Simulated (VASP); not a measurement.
Al:

```xyz
1
Lattice="0.0000 2.0248 2.0248 2.0248 0.0000 2.0248 2.0248 2.0248 0.0000" Properties=species:S:1:pos:R:3 pbc="T T T"
Al    0.0000    0.0000    0.0000
```

| Quantity | Value |
| --- | --- |
| Program | VASP 6.6.1 |
| Task | relaxation of volume and atoms at fixed shape |
| Functional | r2SCAN |
| Potentials or basis | VASP PAW PBE potentials, release 64 (Al) |
| Cutoff | 600 eV |
| k mesh | 17 × 17 × 17 |
| Occupations | fermi-dirac, width 0.05 eV |
| Spin | no spin polarisation |

At the start: pressure -3.8 GPa; volume 16.60 Å³/atom.

Q: How do energy, volume and symmetry change on relaxing?

A: Over 3 steps the energy falls by 9.2 meV/atom and the volume is 15.87 Å³/atom (-4.4 %); space group Fm-3m (No. 225, to 0.05 Å).

Step by step:
```tsv
step	energy change (eV)	largest force (eV/Å)	pressure (GPa)	volume (Å³)
1	0.0000	0.0000	-3.82	16.60
2	-0.0085	0.0000	1.24	15.67
3	-0.0092	0.0000	0.04	15.87
```

Final structure:
```cif
data_structure
_symmetry_space_group_name_H-M 'P 1'
_symmetry_Int_Tables_number 1
_cell_length_a 2.8205
_cell_length_b 2.8205
_cell_length_c 2.8205
_cell_angle_alpha 60.000
_cell_angle_beta 60.000
_cell_angle_gamma 60.000
_cell_volume 15.87
loop_
_atom_site_label
_atom_site_type_symbol
_atom_site_fract_x
_atom_site_fract_y
_atom_site_fract_z
_atom_site_occupancy
Al1 Al 0.00000 0.00000 0.00000 1
```

Caveat: the PAW data sets were made with another functional, which shifts forces and pressure a little.
